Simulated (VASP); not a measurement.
Set up this calculation in VASP 6.6.1, as the native input.

| Property | Result |
| --- | --- |
| Task | single point |
| Functional | PBE |
| Potentials or basis | VASP PAW PBE potentials, release 64 (Br) |
| Cutoff | 520 eV |
| k mesh | 15 × 15 × 14 |
| Occupations | fermi-dirac, width 0.1 eV |
| Spin | no spin polarisation |
| Dipole correction | no |
| Further INCAR settings | ALGO = Normal; EDIFF = 1e-06; NBANDS = 10 |

The structure of Br lies in POSCAR:

```
Br
1.0
    3.1648677363      0.0000000000      0.0000000000
   -1.5824338681      2.7408558593      0.0000000000
    0.0000000000      0.0000000000      2.4685191177
Br
1
Direct
    0.0000000000      0.0000000000      0.0000000000
```

This cell differs from its parent crystal: volume scaled by 0.6.

These files were run (other wordings do the same):

INCAR

```
PREC = Accurate ; ENCUT = 520
EDIFF = 1E-6 ; ISMEAR = -1
SIGMA = 0.1 ; LREAL = False
LASPH = True ; NELM = 100
ALGO = Normal ; ISIF = 2
LWAVE = False ; LCHARG = False
GGA = PE ; NBANDS = 10
```

KPOINTS

```
regular mesh
0
Gamma
  15 15 14
```

Potentials or basis: VASP PAW PBE potentials, release 64 (Br).

Command:

```console
$ cat potpaw_PBE.64/Br/POTCAR > POTCAR
$ mpirun -np 1 vasp_std > vasp.out
```

It gave:

```yaml
Pressure: 20.5 GPa
```

Caveat: an odd number of electrons without spin polarisation forces a metal; a magnetic or distorted state may lie lower.

Wall time 9.9 s on 1 thread of Intel(R) Xeon(R) 6975P-C (Granite Rapids) (shared host), peak memory 0.15 GiB.
